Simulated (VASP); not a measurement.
# SrO in VASP: notebook

Runs on SrO. Level: LDA. Tasks: single point.

Everything below comes from runs of VASP 6.6.1. Logs are shortened: lines on timing, memory, paths and dates and some standing lists are left out, and cuts for length are marked.

### 1 The cell of the first run

It takes space group Fm-3m (No. 225, cubic). The conventional cell has a = 5.268 Å, b = 5.268 Å, c = 5.268 Å, α = 90.00°, β = 90.00°, γ = 90.00°. Within 3.5 Å of Sr (site symmetry m-3m) lie 6 O at 2.63 Å. Within 3.5 Å of O (site symmetry m-3m) lie 6 Sr at 2.63 Å.

### 2 Single point, LDA (strain +0.025 along x and y, +0.025 along z)

Contents of INCAR:

```
SYSTEM = SrO
PREC     = Accurate       ! precision mode
ENCUT    = 520            ! plane-wave cutoff, eV
EDIFF    = 1E-6           ! SCF threshold, eV
ISMEAR   = 0              ! smearing method
SIGMA    = 0.05           ! smearing width, eV
LREAL    = .FALSE.        ! projectors in reciprocal space
LASPH    = .TRUE.         ! aspherical terms in the spheres
NELM     = 60             ! most SCF steps
ALGO     = Normal         ! electronic algorithm
ISIF     = 2              ! what is computed and relaxed
LWAVE    = .FALSE.        ! write WAVECAR
LCHARG   = .FALSE.        ! write CHGCAR
GGA      = CA             ! functional
NBANDS   = 15             ! bands
```

Contents of KPOINTS:

```
regular mesh
0
G
  8 8 8
  0 0 0
```

Contents of POSCAR:

```
SrO
1.0
    0.0000000000      2.6340450000      2.6340450000
    2.6340450000      0.0000000000      2.6340450000
    2.6340450000      2.6340450000      0.0000000000
Sr O
1 1
Direct
    0.0000000000      0.0000000000      0.0000000000
    0.5000000000      0.5000000000      0.5000000000
```

Potentials or basis: VASP PAW LDA potentials, release 64 (Sr_sv, O).

Run with:

```console
> cat potpaw_LDA.64/Sr_sv/POTCAR potpaw_LDA.64/O/POTCAR > POTCAR
> mpirun -np 1 vasp_std > vasp.out
```

OUTCAR:

```text
SYSTEM = SrO
   PREC = Accurate
   ENCUT = 520
   EDIFF = 1E-6
   ISMEAR = 0
   LREAL = .FALSE.
   LASPH = .TRUE.
   NELM = 60
   ISIF = 2
   GGA = CA

 ion  position               nearest neighbor table
   1  0.000  0.000  0.000-   2 2.63   2 2.63   2 2.63   2 2.63   2 2.63   2 2.63
   2  0.500  0.500  0.500-   1 2.63   1 2.63   1 2.63   1 2.63   1 2.63   1 2.63

  LATTYP: Found a face centered cubic cell.
 ALAT       =     5.2680900000

  Lattice vectors:

 A1 = (   0.0000000000,   2.6340450000,   2.6340450000)
 A2 = (   2.6340450000,   0.0000000000,   2.6340450000)
 A3 = (   2.6340450000,   2.6340450000,   0.0000000000)

Analysis of symmetry for initial positions (statically):
=====================================================================
 Subroutine PRICEL returns:
 Original cell was already a primitive cell.

 Routine SETGRP: Setting up the symmetry group for a
 face centered cubic supercell.

 Subroutine GETGRP returns: Found 48 space group operations
 (whereof 48 operations were pure point group operations)
 out of a pool of 48 trial point group operations.

The static configuration has the point symmetry O_h .

Analysis of symmetry for dynamics (positions and initial velocities):
=====================================================================
 Subroutine PRICEL returns:
 Original cell was already a primitive cell.

 Routine SETGRP: Setting up the symmetry group for a
 face centered cubic supercell.

 Subroutine GETGRP returns: Found 48 space group operations
 (whereof 48 operations were pure point group operations)
 out of a pool of 48 trial point group operations.

The dynamic configuration has the point symmetry O_h .

 Subroutine INISYM returns: Found 48 space group operations
 (whereof 48 operations are pure point group operations),
 and found     1 'primitive' translations

----------------------------------------------------------------------------------------

                                     Primitive cell

  volume of cell :      36.5510

  direct lattice vectors                    reciprocal lattice vectors
     0.000000000  2.634045000  2.634045000    -0.189822118  0.189822118  0.189822118
     2.634045000  0.000000000  2.634045000     0.189822118 -0.189822118  0.189822118
     2.634045000  2.634045000  0.000000000     0.189822118  0.189822118 -0.189822118

  length of vectors
     3.725102163  3.725102163  3.725102163     0.328781552  0.328781552  0.328781552

  position of ions in fractional coordinates (direct lattice)
     0.000000000  0.000000000  0.000000000
     0.500000000  0.500000000  0.500000000

  ion indices of the primitive-cell ions
   primitive index   ion index
                 1           1
                 2           2

----------------------------------------------------------------------------------------

 KPOINTS: regular mesh

Automatic generation of k-mesh.
 Grid dimensions read from file:
 generate k-points for:    8    8    8

 Generating k-lattice:

  Cartesian coordinates                     Fractional coordinates (reciprocal lattice)
    -0.023727765  0.023727765  0.023727765     0.125000000  0.000000000  0.000000000
     0.023727765 -0.023727765  0.023727765     0.000000000  0.125000000  0.000000000
     0.023727765  0.023727765 -0.023727765     0.000000000  0.000000000  0.125000000

  Length of vectors
     0.041097694  0.041097694  0.041097694

  Shift w.r.t. Gamma in fractional coordinates (k-lattice)
     0.000000000  0.000000000  0.000000000

 Subroutine IBZKPT returns following result:
 ===========================================

 Found     29 irreducible k-points:

 Following reciprocal coordinates:
            Coordinates               Weight
  0.000000  0.000000  0.000000      1.000000
  0.125000  0.000000  0.000000      8.000000
  0.250000  0.000000  0.000000      8.000000
  0.375000  0.000000  0.000000      8.000000
  0.500000  0.000000  0.000000      4.000000
  0.125000  0.125000  0.000000      6.000000
[... 16 lines left out ...]
  0.500000  0.250000  0.125000     48.000000
 -0.375000  0.250000  0.125000     24.000000
 [... further k-points ...]
   k-points           NKPTS =     29   k-points in BZ     NKDIM =     29   number of bands    NBANDS=     15
   number of dos      NEDOS =    301   number of ions     NIONS =      2
   total plane-waves  NPLWV =  21952
   dimension x,y,z NGX =    28 NGY =   28 NGZ =   28
   dimension x,y,z NGXF=    56 NGYF=   56 NGZF=   56
   ions per type =               1   1
   NGX,Y,Z   is equivalent  to a cutoff of  12.50, 12.50, 12.50 a.u.
   NGXF,Y,Z  is equivalent  to a cutoff of  24.99, 24.99, 24.99 a.u.
 SYSTEM =  SrO
   PREC   = accura    normal or accurate (medium, high low for compatibility)
   ISTART =      0    job   : 0-new  1-cont  2-samecut
   ICHARG =      2    charge: 1-file 2-atom 10-const
   ISPIN  =      1    spin polarized calculation?
   LNONCOLLINEAR =      F non collinear calculations
   LSORBIT =      F    spin-orbit coupling
   LASPH  =      T    aspherical Exc in radial PAW
   ENCUT  =  520.0 eV  38.22 Ry    6.18 a.u.   6.93  6.93  6.93*2*pi/ulx,y,z
   NELM   =     60;   NELMIN=  2; NELMDL= -5     # of ELM steps
   EDIFF  = 0.1E-05   stopping-criterion for ELM
   LREAL  =      F    real-space projection
   EDIFFG = 0.1E-04   stopping-criterion for IOM
   NSW    =      0    number of steps for IOM
   IBRION =     -1    ionic relax: 0-MD 1-quasi-New 2-CG
   NFREE  =      0    steps in history (QN), initial steepest desc. (CG)
   ISIF   =      2    stress and relaxation
   ISYM   =      2    0-nonsym 1-usesym 2-fastsym
   POTIM  = 0.5000    time-step for ionic-motion
   TEBEG  =    0.0;   TEEND  =   0.0 temperature during run
   PSTRESS=    0.0 pullay stress
   NELECT =      16.0000    total number of electrons
   NUPDOWN=      -1.0000    fix difference up-down
   EMIN   =  10.00;   EMAX   =-10.00  energy-range for DOS
   EFERMI =   0.00;   METHOD = LEGACY
   ISMEAR =     0;   SIGMA  =   0.05  broadening in eV -4-tet -1-fermi 0-gaus
   EFERMI_NEDOS =   21; number of points for ismear=-14 and -15
   IALGO  =     38    algorithm
   IMIX   =      4    mixing-type and parameters
     AMIX     =   0.40;   BMIX     =  1.00
     AMIX_MAG =   1.60;   BMIX_MAG =  1.00
  volume/ion in A,a.u.               =      18.28       123.33
  Fermi-wavevector in a.u.,A,eV,Ry     =   1.243030  2.348986 21.022685  1.545124
  Thomas-Fermi vector in A             =   2.377359
   LORBIT       =      0    0 simple, 1 ext, 2 COOP (PROOUT), +10 PAW based schemes
   GGA     = CA    functional components
   LHFCALC =     F    Hartree Fock is set to
   AEXX    =    0.0000 exact exchange contribution
   IVDW    =     0    specifies the selected vdW correction
   LEPSILON=     F    determine dielectric tensor
   LRPA    =     F    only Hartree local field effects (RPA)
 non-spin polarized calculation
 Gauss-broadening in eV      SIGMA  =   0.05
  energy-cutoff  :      520.00
  volume of cell :       36.55
 maximum number of plane-waves:       995
   NGX = 13   NGY = 13   NGZ = 13

 number of electron      16.0000006 magnetization

 Free energy of the ion-electron system (eV)
  ---------------------------------------------------
  ext. energy  EPLUGINS =         0.00000000
  ---------------------------------------------------
  free energy    TOTEN  =       -13.27183822 eV

  energy without entropy =      -13.27183822  energy(sigma->0) =      -13.27183822

 E-fermi :   1.2423     XC(G=0): -10.1903

 val. band max:        1.0060911112   @ k =   0.0000   0.0000   0.0000
 cond. band min:       4.1477020235   @ k =   0.5000   0.5000   0.0000
 fundamental gap:      3.1416109123
 Fermi energy:         1.2423264699

 k-point     1 :       0.0000    0.0000    0.0000
  band No.  band energies     occupation
      1     -31.3368      2.00000
      2     -13.6604      2.00000
      3     -13.1311      2.00000
      4     -13.1311      2.00000
      5     -13.1311      2.00000
      6       1.0061      2.00000
      7       1.0061      2.00000
      8       1.0061      2.00000
      9       4.3174      0.00000
     10       6.9500      0.00000
     11       6.9500      0.00000
     12       6.9500      0.00000
     13       9.0113      0.00000
     14       9.0113      0.00000
     15      13.1146      0.00000

 k-point     2 :       0.1250    0.0000    0.0000
  band No.  band energies     occupation
      1     -31.3216      2.00000
      2     -14.1036      2.00000
      3     -13.1420      2.00000
      4     -13.1420      2.00000
      5     -12.7255      2.00000
      6       0.5494      2.00000
      7       0.8296      2.00000
      8       0.8296      2.00000
      9       5.0055      0.00000
     10       6.7948      0.00000
     11       7.2363      0.00000
     12       7.2363      0.00000
     13       9.3773      0.00000
     14       9.3773      0.00000
     15      14.0585      0.00000

 k-point     3 :       0.2500    0.0000    0.0000
  band No.  band energies     occupation
      1     -31.2848      2.00000
      2     -14.6628      2.00000
      3     -13.1678      2.00000
      4     -13.1678      2.00000
      5     -12.2571      2.00000
      6      -0.2507      2.00000
      7       0.4465      2.00000
      8       0.4465      2.00000
      9       6.4325      0.00000
     10       6.7539      0.00000
     11       8.0112      0.00000
     12       8.0112      0.00000
     13      10.2989      0.00000
     14      10.2989      0.00000
     15      15.9121      0.00000
[... 343 lines left out ...]
 k-point    23 :       0.5000    0.2500    0.1250
  band No.  band energies     occupation
      1     -31.2284      2.00000
      2     -14.8436      2.00000
      3     -13.4341      2.00000
      4     -13.2762      2.00000
      5     -12.2003      2.00000
      6      -0.4994      2.00000
      7       0.1495      2.00000
      8       0.4815      2.00000
      9       6.2840      0.00000
     10       7.6113      0.00000
     11       9.3664      0.00000
     12       9.6278      0.00000
     13      11.4586      0.00000
     14      12.3105      0.00000
     15      14.2257      0.00000

 k-point    24 :      -0.3750    0.2500    0.1250
  band No.  band energies     occupation
      1     -31.2161      2.00000
      2     -14.9057      2.00000
      3     -13.4542      2.00000
      4     -13.3183      2.00000
      5     -12.1688      2.00000
      6      -0.5330      2.00000
      7       0.1961      2.00000
      8       0.2427      2.00000
      9       6.9995      0.00000
     10       7.3268      0.00000
     11       9.6869      0.00000
     12      10.0153      0.00000
     13      11.9633      0.00000
     14      13.1393      0.00000
     15      13.2625      0.00000

 [... further k-points ...]

------------------------ aborting loop because EDIFF is reached ----------------------------------------

  FORCE on cell =-STRESS in cart. coord.  units (eV):
  Direction    XX          YY          ZZ          XY          YZ          ZX
  --------------------------------------------------------------------------------------
  -------------------------------------------------------------------------------------
  Total       -2.0483791     -2.0483791     -2.0483791      0.0000000      0.0000000      0.0000000
  in kB      -89.7886297    -89.7886297    -89.7886297      0.0000000      0.0000000      0.0000000
  external PRESSURE =     -89.7886297 kB  Pullay stress =       0.0000000 kB

 VOLUME and BASIS-vectors are now :
 -----------------------------------------------------------------------------
  energy-cutoff  :      520.00
  volume of cell :       36.55
      direct lattice vectors                 reciprocal lattice vectors
     0.000000000  2.634045000  2.634045000    -0.189822118  0.189822118  0.189822118
     2.634045000  0.000000000  2.634045000     0.189822118 -0.189822118  0.189822118
     2.634045000  2.634045000  0.000000000     0.189822118  0.189822118 -0.189822118

 POSITION                                       TOTAL-FORCE (eV/Angst)
 -----------------------------------------------------------------------------------
      0.00000      0.00000      0.00000        -0.000000     -0.000000     -0.000000
      2.63404      2.63404      2.63404         0.000000      0.000000      0.000000
 -----------------------------------------------------------------------------------
    total drift:                                0.000000      0.000000      0.000000

  FREE ENERGIE OF THE ION-ELECTRON SYSTEM (eV)
  ---------------------------------------------------
  free  energy   TOTEN  =       -13.2718382237 eV

  energy  without entropy=      -13.2718382237  energy(sigma->0) =      -13.27183822
```

Wall time 15 s (1 thread of Intel Xeon 8259CL, shared host); peak memory 0.15 GiB.

What came out:

| Quantity | Value |
| --- | --- |
| Free energy | -13.2718 eV |
| Pressure | -9.0 GPa |
| Band gap on the k mesh | 3.14 eV, indirect (least direct gap 3.27 eV) |

Caveat: the cell differs from its parent crystal (strain +0.025 along x and y, +0.025 along z).

(Part 1 of 2 ends here.)
